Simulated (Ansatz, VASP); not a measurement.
# Sc3Al in VASP and in Ansatz

```
CELL_PARAMETERS angstrom
4.37479 0.00000 0.00000
0.00000 4.37479 0.00000
0.00000 0.00000 4.37479
ATOMIC_POSITIONS crystal
Sc 0.50000 0.01143 0.50000
Sc 0.00000 0.49467 0.50000
Sc 0.50000 0.49467 0.00000
Al 0.00000 0.99872 0.00000
```

Change from the starting cell: mode 10 (252.5 1/cm) frozen in, largest displacement +0.050 Å.

Alike in both runs: task single point; functional PBEsol; k mesh 12 × 12 × 12; occupations gaussian, width 0.15 eV; no spin polarisation.

|  | VASP | Ansatz |
| --- | --- | --- |
| version | VASP 6.6.1 | Ansatz 0.2.0 |
| potentials or method | VASP PAW PBE potentials, release 64 (Sc_sv, Al), cutoff 520 eV | scalar-relativistic, plane waves, PAW |
| valence electrons in the cell | 36 | 36 |

|  | VASP | Ansatz | Ansatz less VASP |
| --- | --- | --- | --- |
| gap on the k mesh at the Fermi level (eV) | none | none | - |
| pressure (GPa) | 0.2 | 0.1 | -0.10 |
| rms of the force components (eV/Å) | 0.183 | 0.182 | -0.0006 |

VASP's potentials were made for PBE, not for PBEsol. Atom by atom the forces differ by 0.001 eV/Å (rms over components). A gap of «none» marks a metal or a gap that the smearing closes. With one functional, cell and mesh, what is left measures potentials, basis and numerics.
